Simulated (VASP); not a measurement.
# ZrB2 (P4_2/nnm) in VASP: further runs

Runs on ZrB2. Level: PBE. Tasks: single point.

Program: VASP 6.6.1. These are calculated values, not measurements. Logs are shortened: lines on timing, memory, paths and dates and some standing lists are left out, and cuts for length are marked.

### Step 1. The cell of the first run

Symmetry: P4_2/nnm, No. 134, tetragonal system. Conventional cell: a = 4.365 Å, b = 4.365 Å, c = 3.871 Å, α = 90.00°, β = 90.00°, γ = 90.00°. Within 2.4 Å of Zr (site symmetry -42m) lie 4 B at 1.82 Å. Within 2.4 Å of B (site symmetry 2/m) lie 2 Zr at 1.82 Å.

The cell was generated, and may not be a known phase.

### Step 2. Single point, PBE

INCAR

```
SYSTEM = ZrB2
PREC = Accurate
ENCUT = 520
EDIFF = 1E-6
ISMEAR = 0
SIGMA = 0.1
LREAL = .False.
LASPH = .True.
NELM = 60
ALGO = Normal
ISIF = 2
LWAVE = .False.
LCHARG = .False.
GGA = PE
NBANDS = 27
```

KPOINTS

```
regular mesh
0
Gamma
  4 4 4
  0 0 0
```

POSCAR

```
ZrB2
1.0
    4.3645325800      0.0000000000      0.0000000000
    0.0000000000      4.3645325800      0.0000000000
    0.0000000000      0.0000000000      3.8710017700
Zr B
2 4
Direct
    0.5000000000      0.5000000000      0.0000000000
    0.0000000000      0.0000000000      0.5000000000
    0.2500000000      0.7500000000      0.7500000000
    0.7500000000      0.2500000000      0.7500000000
    0.7500000000      0.7500000000      0.2500000000
    0.2500000000      0.2500000000      0.2500000000
```

Potentials or basis: VASP PAW PBE potentials, release 64 (Zr_sv, B).

Run with:

```
cat potpaw_PBE.64/Zr_sv/POTCAR potpaw_PBE.64/B/POTCAR > POTCAR
mpirun -np 1 vasp_std > vasp.out
```

OUTCAR:

```text
SYSTEM = ZrB2
   PREC = Accurate
   ENCUT = 520
   EDIFF = 1E-6
   ISMEAR = 0
   LREAL = .False.
   LASPH = .True.
   NELM = 60
   ISIF = 2
   GGA = PE

 ion  position               nearest neighbor table
   1  0.500  0.500  0.000-   3 1.82   4 1.82   5 1.82   6 1.82   2 3.64   2 3.64   2 3.64   2 3.64
                             2 3.64   2 3.64   2 3.64   2 3.64
   2  0.000  0.000  0.500-   3 1.82   4 1.82   5 1.82   6 1.82   1 3.64   1 3.64   1 3.64   1 3.64
                             1 3.64   1 3.64   1 3.64   1 3.64
   3  0.250  0.750  0.750-   1 1.82   2 1.82
   4  0.750  0.250  0.750-   1 1.82   2 1.82
   5  0.750  0.750  0.250-   1 1.82   2 1.82
   6  0.250  0.250  0.250-   1 1.82   2 1.82

  LATTYP: Found a simple tetragonal cell.
 ALAT       =     4.3645325800
 C/A-ratio  =     0.8869224136

  Lattice vectors:

 A1 = (   4.3645325800,   0.0000000000,   0.0000000000)
 A2 = (   0.0000000000,   4.3645325800,   0.0000000000)
 A3 = (   0.0000000000,   0.0000000000,   3.8710017700)

Analysis of symmetry for initial positions (statically):
=====================================================================
 Subroutine PRICEL returns:
 Original cell was already a primitive cell.

 Routine SETGRP: Setting up the symmetry group for a
 simple tetragonal supercell.

 Subroutine GETGRP returns: Found 16 space group operations
 (whereof  8 operations were pure point group operations)
 out of a pool of 16 trial point group operations.

The static configuration has the point symmetry D_2d.
 The point group associated with its full space group is D_4h.

Analysis of symmetry for dynamics (positions and initial velocities):
=====================================================================
 Subroutine PRICEL returns:
 Original cell was already a primitive cell.

 Routine SETGRP: Setting up the symmetry group for a
 simple tetragonal supercell.

 Subroutine GETGRP returns: Found 16 space group operations
 (whereof  8 operations were pure point group operations)
 out of a pool of 16 trial point group operations.

The dynamic configuration has the point symmetry D_2d.
 The point group associated with its full space group is D_4h.

 Subroutine INISYM returns: Found 16 space group operations
 (whereof  8 operations are pure point group operations),
 and found     1 'primitive' translations

----------------------------------------------------------------------------------------

                                     Primitive cell

  volume of cell :      73.7393

  direct lattice vectors                    reciprocal lattice vectors
     4.364532580  0.000000000  0.000000000     0.229119609  0.000000000  0.000000000
     0.000000000  4.364532580  0.000000000     0.000000000  0.229119609  0.000000000
     0.000000000  0.000000000  3.871001770     0.000000000  0.000000000  0.258331062

  length of vectors
     4.364532580  4.364532580  3.871001770     0.229119609  0.229119609  0.258331062

  position of ions in fractional coordinates (direct lattice)
     0.500000000  0.500000000  0.000000000
     0.000000000  0.000000000  0.500000000
     0.250000000  0.750000000  0.750000000
     0.750000000  0.250000000  0.750000000
     0.750000000  0.750000000  0.250000000
     0.250000000  0.250000000  0.250000000

  ion indices of the primitive-cell ions
   primitive index   ion index
                 1           1
                 2           2
                 3           3
                 4           4
                 5           5
                 6           6

----------------------------------------------------------------------------------------

 KPOINTS: regular mesh

Automatic generation of k-mesh.
 Grid dimensions read from file:
 generate k-points for:    4    4    4

 Generating k-lattice:

  Cartesian coordinates                     Fractional coordinates (reciprocal lattice)
     0.057279902  0.000000000  0.000000000     0.250000000  0.000000000  0.000000000
     0.000000000  0.057279902  0.000000000     0.000000000  0.250000000  0.000000000
     0.000000000  0.000000000  0.064582766     0.000000000  0.000000000  0.250000000

  Length of vectors
     0.057279902  0.057279902  0.064582766

  Shift w.r.t. Gamma in fractional coordinates (k-lattice)
     0.000000000  0.000000000  0.000000000

 Subroutine IBZKPT returns following result:
 ===========================================

 Found     18 irreducible k-points:

 Following reciprocal coordinates:
            Coordinates               Weight
  0.000000  0.000000  0.000000      1.000000
  0.250000  0.000000  0.000000      4.000000
  0.500000  0.000000  0.000000      2.000000
  0.250000  0.250000  0.000000      4.000000
  0.500000  0.250000  0.000000      4.000000
  0.500000  0.500000  0.000000      1.000000
[... 10 lines left out ...]
  0.500000  0.250000  0.500000      4.000000
  0.500000  0.500000  0.500000      1.000000
   k-points           NKPTS =     18   k-points in BZ     NKDIM =     18   number of bands    NBANDS=     27
   number of dos      NEDOS =    301   number of ions     NIONS =      6
   total plane-waves  NPLWV =  30720
   dimension x,y,z NGX =    32 NGY =   32 NGZ =   30
   dimension x,y,z NGXF=    64 NGYF=   64 NGZF=   60
   ions per type =               2   4
   NGX,Y,Z   is equivalent  to a cutoff of  12.19, 12.19, 12.88 a.u.
   NGXF,Y,Z  is equivalent  to a cutoff of  24.38, 24.38, 25.77 a.u.
 SYSTEM =  ZrB2
   PREC   = accura    normal or accurate (medium, high low for compatibility)
   ISTART =      0    job   : 0-new  1-cont  2-samecut
   ICHARG =      2    charge: 1-file 2-atom 10-const
   ISPIN  =      1    spin polarized calculation?
   LNONCOLLINEAR =      F non collinear calculations
   LSORBIT =      F    spin-orbit coupling
   LASPH  =      T    aspherical Exc in radial PAW
   ENCUT  =  520.0 eV  38.22 Ry    6.18 a.u.   8.12  8.12  7.20*2*pi/ulx,y,z
   NELM   =     60;   NELMIN=  2; NELMDL= -5     # of ELM steps
   EDIFF  = 0.1E-05   stopping-criterion for ELM
   LREAL  =      F    real-space projection
   EDIFFG = 0.1E-04   stopping-criterion for IOM
   NSW    =      0    number of steps for IOM
   IBRION =     -1    ionic relax: 0-MD 1-quasi-New 2-CG
   NFREE  =      0    steps in history (QN), initial steepest desc. (CG)
   ISIF   =      2    stress and relaxation
   ISYM   =      2    0-nonsym 1-usesym 2-fastsym
   POTIM  = 0.5000    time-step for ionic-motion
   TEBEG  =    0.0;   TEEND  =   0.0 temperature during run
   PSTRESS=    0.0 pullay stress
   NELECT =      36.0000    total number of electrons
   NUPDOWN=      -1.0000    fix difference up-down
   EMIN   =  10.00;   EMAX   =-10.00  energy-range for DOS
   EFERMI =   0.00;   METHOD = LEGACY
   ISMEAR =     0;   SIGMA  =   0.10  broadening in eV -4-tet -1-fermi 0-gaus
   EFERMI_NEDOS =   21; number of points for ismear=-14 and -15
   IALGO  =     38    algorithm
   IMIX   =      4    mixing-type and parameters
     AMIX     =   0.40;   BMIX     =  1.00
     AMIX_MAG =   1.60;   BMIX_MAG =  1.00
  volume/ion in A,a.u.               =      12.29        82.94
  Fermi-wavevector in a.u.,A,eV,Ry     =   1.289069  2.435987 22.608774  1.661698
  Thomas-Fermi vector in A             =   2.420984
   LORBIT       =      0    0 simple, 1 ext, 2 COOP (PROOUT), +10 PAW based schemes
   GGA     = PE    functional components
   LHFCALC =     F    Hartree Fock is set to
   AEXX    =    0.0000 exact exchange contribution
   IVDW    =     0    specifies the selected vdW correction
   LEPSILON=     F    determine dielectric tensor
   LRPA    =     F    only Hartree local field effects (RPA)
 non-spin polarized calculation
 Gauss-broadening in eV      SIGMA  =   0.10
  energy-cutoff  :      520.00
  volume of cell :       73.74
 maximum number of plane-waves:      2000
   NGX = 17   NGY = 17   NGZ = 15

 number of electron      35.9999999 magnetization

 Free energy of the ion-electron system (eV)
  ---------------------------------------------------
  ext. energy  EPLUGINS =         0.00000000
  ---------------------------------------------------
  free energy    TOTEN  =       -18.40187618 eV

  energy without entropy =      -18.37018989  energy(sigma->0) =      -18.38603304

 E-fermi :   6.8433     XC(G=0): -11.1813

 val. band max:        6.7748411155   @ k =   0.5000   0.5000   0.0000
 cond. band min:       6.8503475895   @ k =   0.2500   0.0000   0.0000
 fundamental gap:      0.0755064741
 Fermi energy:         6.8433096327

 k-point     1 :       0.0000    0.0000    0.0000
  band No.  band energies     occupation
      1     -39.9626      2.00000
      2     -39.9524      2.00000
      3     -18.8127      2.00000
      4     -18.8127      2.00000
      5     -18.7358      2.00000
      6     -18.7358      2.00000
[... 19 lines left out ...]
     26      10.5833      0.00000
     27      11.9773      0.00000

 k-point     2 :       0.2500    0.0000    0.0000
  band No.  band energies     occupation
      1     -39.9606      2.00000
      2     -39.9534      2.00000
      3     -18.8206      2.00000
      4     -18.8034      2.00000
      5     -18.7666      2.00000
      6     -18.7509      2.00000
[... 19 lines left out ...]
     26      11.6193      0.00000
     27      11.7136      0.00000

 k-point     3 :       0.5000    0.0000    0.0000
  band No.  band energies     occupation
      1     -39.9565      2.00000
      2     -39.9565      2.00000
      3     -18.8129      2.00000
      4     -18.8129      2.00000
      5     -18.7795      2.00000
      6     -18.7795      2.00000
[... 414 lines left out ...]
      1     -39.9626      2.00000
      2     -39.9383      2.00000
      3     -18.8561      2.00000
      4     -18.8143      2.00000
      5     -18.8133      2.00000
      6     -18.7383      2.00000
[... 19 lines left out ...]
     26      12.8243      0.00000
     27      12.9841      0.00000

 k-point    18 :       0.5000    0.5000    0.5000
  band No.  band energies     occupation
      1     -39.9671      2.00000
      2     -39.9328      2.00000
      3     -18.8478      2.00000
      4     -18.8478      2.00000
      5     -18.7540      2.00000
      6     -18.7406      2.00000
[... 19 lines left out ...]
     26      10.9900      0.00000
     27      12.2941      0.00000

------------------------ aborting loop because EDIFF is reached ----------------------------------------

  FORCE on cell =-STRESS in cart. coord.  units (eV):
  Direction    XX          YY          ZZ          XY          YZ          ZX
  --------------------------------------------------------------------------------------
  -------------------------------------------------------------------------------------
  Total       42.2503853     42.2503853     23.6464080      0.0000000     -0.0000000      0.0000000
  in kB      917.9994199    917.9994199    513.7796660      0.0000000     -0.0000000      0.0000000
  external PRESSURE =     783.2595020 kB  Pullay stress =       0.0000000 kB

 VOLUME and BASIS-vectors are now :
 -----------------------------------------------------------------------------
  energy-cutoff  :      520.00
  volume of cell :       73.74
      direct lattice vectors                 reciprocal lattice vectors
     4.364532580  0.000000000  0.000000000     0.229119609  0.000000000  0.000000000
     0.000000000  4.364532580  0.000000000     0.000000000  0.229119609  0.000000000
     0.000000000  0.000000000  3.871001770     0.000000000  0.000000000  0.258331062

 POSITION                                       TOTAL-FORCE (eV/Angst)
 -----------------------------------------------------------------------------------
      2.18227      2.18227      0.00000         0.000000      0.000000     -0.000000
      0.00000      0.00000      1.93550         0.000000     -0.000000     -0.000000
      1.09113      3.27340      2.90325        -0.000000      0.000000      0.000000
      3.27340      1.09113      2.90325        -0.000000     -0.000000      0.000000
      3.27340      3.27340      0.96775        -0.000000      0.000000     -0.000000
      1.09113      1.09113      0.96775         0.000000      0.000000      0.000000
 -----------------------------------------------------------------------------------
    total drift:                               -0.000000     -0.000000     -0.000000

  FREE ENERGIE OF THE ION-ELECTRON SYSTEM (eV)
  ---------------------------------------------------
  free  energy   TOTEN  =       -18.4018761816 eV

  energy  without entropy=      -18.3701898905  energy(sigma->0) =      -18.38603304
```

It took 28 s on 1 thread of Intel Xeon Platinum 8259CL at 2.50GHz (Skylake/Cascade Lake), shared host; peak memory 0.18 GiB.

Results:

- Free energy: -18.4019 eV
- Pressure: 78.3 GPa
- Band gap on the k mesh: zero (bands 18 and 19 overlap by 1.35 eV)

Stress tensor (GPa, compression positive):
```
91.80  0.00  0.00
 0.00 91.80  0.00
 0.00  0.00 51.38
```

Caveat: the k points lie up to 0.41 Å⁻¹ apart, too coarse for converged energies and pressures of a metal.

### Step 3. Single point, PBE

This run uses another cell than the first one, of 17.16 Å³/atom.

INCAR

```
SYSTEM = ZrB2
ALGO     = Normal         ! electronic algorithm
EDIFF    = 1E-6           ! SCF threshold, eV
ENCUT    = 520            ! plane-wave cutoff, eV
GGA      = PE             ! functional
ISIF     = 2              ! what is computed and relaxed
ISMEAR   = 0              ! smearing method
LASPH    = .TRUE.         ! aspherical terms in the spheres
LCHARG   = .FALSE.        ! write CHGCAR
LREAL    = .FALSE.        ! projectors in reciprocal space
LWAVE    = .FALSE.        ! write WAVECAR
NBANDS   = 27             ! bands
NELM     = 80             ! most SCF steps
PREC     = Accurate       ! precision mode
SIGMA    = 0.1            ! smearing width, eV
```

KPOINTS

```
k-points
0
G
  4 4 4
  0 0 0
```

Changes to POSCAR since step 2:

```diff
@@ -2,5 +2,5 @@
 1.0
-    4.3645325800      0.0000000000      0.0000000000
-    0.0000000000      4.3645325800      0.0000000000
-    0.0000000000      0.0000000000      3.8710017700
+    6.4842985412      0.0000000000      0.0000000000
+    0.0000000000      6.4842985412      0.0000000000
+    0.0000000000      0.0000000000      2.4494445841
 Zr B
```

Potentials or basis: VASP PAW PBE potentials, release 64 (Zr_sv, B).

Run with:

```
cat potpaw_PBE.64/Zr_sv/POTCAR potpaw_PBE.64/B/POTCAR > POTCAR
mpirun -np 1 vasp_std > vasp.out
```

It took 41 s on 1 thread of Intel Xeon Platinum 8259CL at 2.50GHz (Skylake/Cascade Lake), shared host; peak memory 0.21 GiB.

Results (log left out):

- Free energy: -34.2592 eV
- Pressure: 0.1 GPa
- Band gap on the k mesh: zero (bands 18 and 19 overlap by 2.60 eV)

Stress tensor (GPa, compression positive):
```
0.05 0.00 0.00
0.00 0.05 0.00
0.00 0.00 0.13
```

Levels at points of the mesh, in eV from the Fermi level:
```
           k point  band 14  band 15  band 16  band 17  band 18  band 19  band 20  band 21  band 22  band 23
(0.00, 0.00, 0.00)    -3.12    -1.84    -1.33    -1.31    -0.65    -0.65     1.41     2.26     2.26     3.42
(0.50, 0.00, 0.00)    -2.19    -1.43    -1.43    -1.01    -1.01    -0.73    -0.73     2.20     2.20     3.98
(0.50, 0.50, 0.00)    -2.40    -1.31    -1.31    -1.16    -1.16     0.46     0.46     0.46     0.46     5.32
(0.00, 0.00, 0.50)    -3.14    -1.87    -1.87     0.14     0.14     1.05     1.05     1.54     1.54     1.65
(0.50, 0.00, 0.50)    -2.12    -1.08    -1.08    -0.87    -0.87    -0.66    -0.66     2.04     2.04     3.15
(0.50, 0.50, 0.50)    -2.57    -2.30    -2.23     0.12     0.12     0.32     1.72     1.78     1.78     1.99
```

Caveat: the k points lie up to 0.64 Å⁻¹ apart, too coarse for converged energies and pressures of a metal.

The gap in the log of VASP goes by the Fermi energy; the results here count the filled bands.